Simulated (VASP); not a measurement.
A run of VASP 6.6.1 is set up as follows.

Contents of INCAR:

```
ALGO = Normal
EDIFF = 1E-6
ENCUT = 520
GGA = PE
ISIF = 2
ISMEAR = -1
LASPH = True
LCHARG = False
LREAL = False
LWAVE = False
NBANDS = 14
NELM = 100
PREC = Accurate
SIGMA = 0.02
```

KPOINTS

```
k-points
0
Gamma
  8 8 8
```

Contents of POSCAR:

```
NaI
1.0
   -0.0964071586      3.2297205553      3.2297205553
    3.2297205553     -0.0964071586      3.2297205553
    3.1333133967      3.1333133967      0.0000000000
Na I
1 1
Direct
    0.0000000000      0.0000000000      0.0000000000
    0.5000000000      0.5000000000      0.5000000000
```

Potentials or basis: VASP PAW PBE potentials, release 64 (Na_pv, I).

Command:

```sh
$ cat potpaw_PBE.64/Na_pv/POTCAR potpaw_PBE.64/I/POTCAR > POTCAR
$ mpirun -np 1 vasp_std > vasp.out
```

Task: Predict the pressure.

Result: 0.6 GPa.

Task: Estimate the band gap on the k mesh.

Result: 3.50 eV.

Stress tensor (GPa, compression positive):
```
0.57 0.44 0.00
0.44 0.57 0.00
0.00 0.00 0.52
```

Caveat: the cell differs from its parent crystal (shear xy strain -6.0%); spin-orbit coupling is left out, which moves the levels of the heavy elements.
